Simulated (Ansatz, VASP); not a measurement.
**SnTe in VASP and in Ansatz**

```
Sn Te
1.0
     4.40339    0.00000    0.00000
     0.00000    4.40339    0.00000
     0.00000    0.00000    3.35263
Sn Te
1 1
Direct
  0.00000 0.00000 0.00000
  0.50000 0.50000 0.00000
```

Alike in both runs: functional PBE; k mesh 4 × 4 × 6; occupations gaussian, width 0.1 eV; no spin polarisation.

Ansatz relaxed the structure, and its values are those at the end. VASP's run is a single point on that final structure, the one shown.

|  | VASP | Ansatz |
| --- | --- | --- |
| version | VASP 6.6.1 | Ansatz 0.2.0 |
| potentials or method | VASP PAW PBE potentials, release 64 (Sn_d, Te), cutoff 520 eV | scalar-relativistic, plane waves, PAW |
| valence electrons in the cell | 20 | 30 |

```tsv
	VASP	Ansatz	Ansatz less VASP
gap on the k mesh at the Fermi level (eV)	none	none	-
pressure (GPa)	-0.2	-0.1	+0.03
```

A gap of «none» marks a metal or a gap that the smearing closes. VASP's potentials hold 20 valence electrons a cell and Ansatz's 30, so a difference there can come from the potentials and not from the codes.

Spin-orbit coupling is off throughout.
